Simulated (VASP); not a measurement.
# WO (F-43m) in VASP: further runs, part 2 of 2

VASP 6.6.1. Earlier steps stand in the parts before.

## (4) Single point, PBEsol+U

The input, INCAR:

```
SYSTEM = WO
  ALGO = Normal
  EDIFF = 1E-6
  ENCUT = 520
  GGA = PS
  ISIF = 2
  ISMEAR = 0
  LASPH = .TRUE.
  LCHARG = .FALSE.
  LDAU = .TRUE.
  LDAUJ = 0 0
  LDAUL = 2 -1
  LDAUPRINT = 1
  LDAUTYPE = 2
  LDAUU = 4 0
  LMAXMIX = 4
  LREAL = .FALSE.
  LWAVE = .FALSE.
  NBANDS = 17
  NELM = 150
  PREC = Accurate
  SIGMA = 0.05
```

The input, KPOINTS:

```
k-points
0
G
  16 16 16
  0 0 0
```

The input, POSCAR:

```
WO
1.0
    0.0000000000      2.3234686790      2.3234686790
    2.3234686790      0.0000000000      2.3234686790
    2.3234686790      2.3234686790      0.0000000000
W O
1 1
Direct
    0.0000000000      0.0000000000      0.0000000000
    0.2500000000      0.2500000000      0.2500000000
```

On the command line:

```sh
$ cat potpaw_PBE.64/W_sv/POTCAR potpaw_PBE.64/O/POTCAR > POTCAR
$ mpirun -np 1 vasp_std > vasp.out
```

Wall time 26 s (1 thread of Intel Xeon Platinum 8488C (Sapphire Rapids), shared host); peak memory 0.18 GiB.

Results (log left out):

```yaml
Free_energy: -14.9950 eV
Pressure: 8.0 GPa
Band_gap_on_the_k_mesh: zero (bands 10 and 11 overlap by 1.27 eV)
```

Levels at points of the mesh, in eV from the Fermi level:
```
           k point  band 8  band 9  band 10  band 11  band 12  band 13
(0.00, 0.00, 0.00)   -8.69   -3.03    -0.19    -0.19     4.08     4.08
(0.50, 0.00, 0.00)   -8.13   -0.73     0.24     0.24     2.95     2.95
(0.50, 0.50, 0.00)   -7.05   -2.71    -0.40     1.40     2.47     2.47
```

Eigenvalues of the final occupation matrices:
```csv
site,spin,trace,eigenvalues
site 1 d,1,1.63,0.31 0.31 0.31 0.36 0.36
site 1 d,2,1.63,0.31 0.31 0.31 0.36 0.36
```

Caveat: the cell stands under pressure; the PAW data sets were made with another functional, which shifts forces and pressure a little; spin-orbit coupling is left out, which moves the levels of the heavy elements; U without spin polarisation on a metal has little footing.

## (5) Single point, PBEsol, collinear spin

The input, INCAR:

```
SYSTEM = WO
PREC = Accurate
ENCUT = 520
EDIFF = 1E-7
ISMEAR = 0
SIGMA = 0.1
LREAL = .FALSE.
LASPH = .TRUE.
NELM = 150
ALGO = Normal
ISIF = 2
LWAVE = .FALSE.
LCHARG = .FALSE.
ISPIN = 2
MAGMOM = 2.5 0
LORBIT = 11
LMAXMIX = 4
GGA = PS
NBANDS = 21
```

The input, KPOINTS:

```
regular mesh
0
G
  16 16 16
  0 0 0
```

POSCAR is that of step 4.

On the command line:

```sh
$ cat potpaw_PBE.64/W_sv/POTCAR potpaw_PBE.64/O/POTCAR > POTCAR
$ mpirun -np 1 vasp_std > vasp.out
```

Run time: 72 s. Hardware: 1 thread of Intel Xeon Platinum 8488C (Sapphire Rapids), shared host; peak memory 0.23 GiB.

It converged, with:

```
Free energy                                           : -19.4268 eV
Pressure                                              : 2.0 GPa
Band gap on the k mesh                                : zero (filled and empty bands overlap)
Net moment                                            : 0.00 μB per cell
Valence electrons inside the program's atomic spheres : W 11.90; O 5.09
```

Levels at points of the mesh, in eV from the Fermi level:
Spin up:
```csv
k point,band 8,band 9,band 10,band 11,band 12,band 13
"(0.00, 0.00, 0.00)",-8.73,-2.79,-0.22,-0.22,4.00,4.00
"(0.50, 0.00, 0.00)",-8.13,-0.79,0.22,0.22,2.85,2.85
"(0.50, 0.50, 0.00)",-6.98,-2.70,-0.36,1.36,2.31,2.31
```
Spin down:
| k point | band 8 | band 9 | band 10 | band 11 | band 12 | band 13 |
| --- | --- | --- | --- | --- | --- | --- |
| (0.00, 0.00, 0.00) | -8.73 | -2.79 | -0.22 | -0.22 | 4.00 | 4.00 |
| (0.50, 0.00, 0.00) | -8.13 | -0.79 | 0.22 | 0.22 | 2.85 | 2.85 |
| (0.50, 0.50, 0.00) | -6.98 | -2.70 | -0.36 | 1.36 | 2.31 | 2.31 |

Caveat: the PAW data sets were made with another functional, which shifts forces and pressure a little; spin-orbit coupling is left out, which moves the levels of the heavy elements.

## (6) Single point, r2SCAN, collinear spin

POSCAR is that of step 5.

The input, INCAR.step1:

```
PREC     = Accurate       # precision mode
ENCUT    = 520            # plane-wave cutoff, eV
ISMEAR   = 0              # smearing method
SIGMA    = 0.1            # smearing width, eV
LREAL    = False          # projectors in reciprocal space
LASPH    = True           # aspherical terms in the spheres
NELM     = 150            # most SCF steps
ISPIN    = 2              # spin polarisation
MAGMOM   = 2.5 0          # initial moments
LMAXMIX  = 4              # l up to which the mixer works
NBANDS   = 21             # bands
GGA      = PE             # functional
ALGO     = Normal         # electronic algorithm
EDIFF    = 1E-4           # SCF threshold, eV
LWAVE    = True           # write WAVECAR
LCHARG   = False          # write CHGCAR
```

The input, INCAR.step2:

```
PREC     = Accurate       # precision mode
ENCUT    = 520            # plane-wave cutoff, eV
EDIFF    = 1E-6           # SCF threshold, eV
ISMEAR   = 0              # smearing method
SIGMA    = 0.1            # smearing width, eV
LREAL    = False          # projectors in reciprocal space
LASPH    = True           # aspherical terms in the spheres
NELM     = 150            # most SCF steps
ALGO     = Normal         # electronic algorithm
ISIF     = 2              # what is computed and relaxed
LWAVE    = False          # write WAVECAR
LCHARG   = False          # write CHGCAR
ISPIN    = 2              # spin polarisation
MAGMOM   = 2.5 0          # initial moments
LORBIT   = 11             # projections on sites
LMAXMIX  = 4              # l up to which the mixer works
METAGGA  = R2SCAN         # meta-GGA
LMIXTAU  = True         
NBANDS   = 21             # bands
ISTART   = 1
```

The input, KPOINTS:

```
regular mesh
0
Gamma
  16 16 16
```

Potentials or basis: VASP PAW PBE potentials, release 64 (W_sv, O).

On the command line:

```sh
$ cat potpaw_PBE.64/W_sv/POTCAR potpaw_PBE.64/O/POTCAR > POTCAR
$ cp INCAR.step1 INCAR
$ mpirun -np 1 vasp_std > vasp.out
$ cp INCAR.step2 INCAR
$ mpirun -np 1 vasp_std > vasp.out
```

Run time: 4.4 min. Hardware: 1 thread of Intel Xeon Platinum 8488C (Sapphire Rapids), shared host; peak memory 0.24 GiB.

Results (log left out):

```yaml
Free_energy: -57.5664 eV
Pressure: 6.0 GPa
Band_gap_on_the_k_mesh: zero (filled and empty bands overlap)
Net_moment: 0.00 μB per cell
Valence_electrons_inside_the_program's_atomic_spheres: W 11.86; O 5.14
```

Levels at points of the mesh, in eV from the Fermi level:
Spin up:
| k point | band 6 | band 7 | band 8 | band 9 | band 10 | band 11 | band 12 | band 13 | band 14 | band 15 |
| --- | --- | --- | --- | --- | --- | --- | --- | --- | --- | --- |
| (0.00, 0.00, 0.00) | -9.15 | -9.15 | -9.15 | -2.88 | -0.20 | -0.20 | 4.15 | 4.15 | 4.15 | 14.38 |
| (0.50, 0.00, 0.00) | -8.89 | -8.53 | -8.53 | -0.90 | 0.22 | 0.22 | 2.98 | 2.98 | 3.75 | 7.73 |
| (0.50, 0.50, 0.00) | -10.05 | -7.38 | -7.38 | -2.88 | -0.31 | 1.36 | 2.42 | 2.42 | 8.77 | 9.49 |
Spin down:
```csv
k point,band 8,band 9,band 10,band 11,band 12,band 13
"(0.00, 0.00, 0.00)",-9.15,-2.88,-0.21,-0.21,4.15,4.15
"(0.50, 0.00, 0.00)",-8.53,-0.90,0.22,0.22,2.97,2.97
"(0.50, 0.50, 0.00)",-7.38,-2.88,-0.32,1.36,2.42,2.42
```

Caveat: the cell stands under pressure; the PAW data sets were made with another functional, which shifts forces and pressure a little; spin-orbit coupling is left out, which moves the levels of the heavy elements.

## (7) The runs side by side

| level | spin | U | smearing | gap on the mesh (eV) | pressure (GPa) | moment (μB) |
| --- | --- | --- | --- | --- | --- | --- |
| PBEsol | collinear | - | gaussian 0.1 eV | none | 2.0 | 0.00 |
| r2SCAN | off | - | gaussian 0.1 eV | none | 6.0 | - |
| PBEsol+U | off | W d U = 4.0 eV | gaussian 0.05 eV | none | 8.0 | - |
| r2SCAN | collinear | - | gaussian 0.1 eV | none | 6.0 | 0.00 |

Alike in all rows: task single point; potentials or basis VASP PAW PBE potentials, release 64 (W_sv, O); cell as given; k mesh 16 × 16 × 16; cutoff (eV) 520.

The pressure there spans 2.0 GPa (PBEsol) to 8.0 GPa (PBEsol+U); a positive pressure means that this level wants a larger cell, a negative one a smaller.

Caveats: the PAW data sets were made with another functional, which shifts forces and pressure a little; spin-orbit coupling is left out, which moves the levels of the heavy elements; the cell stands under pressure (at least some runs); U without spin polarisation on a metal has little footing (at least some runs).

Total energies depend on the potentials used, so only differences within one code and one set of settings carry meaning.
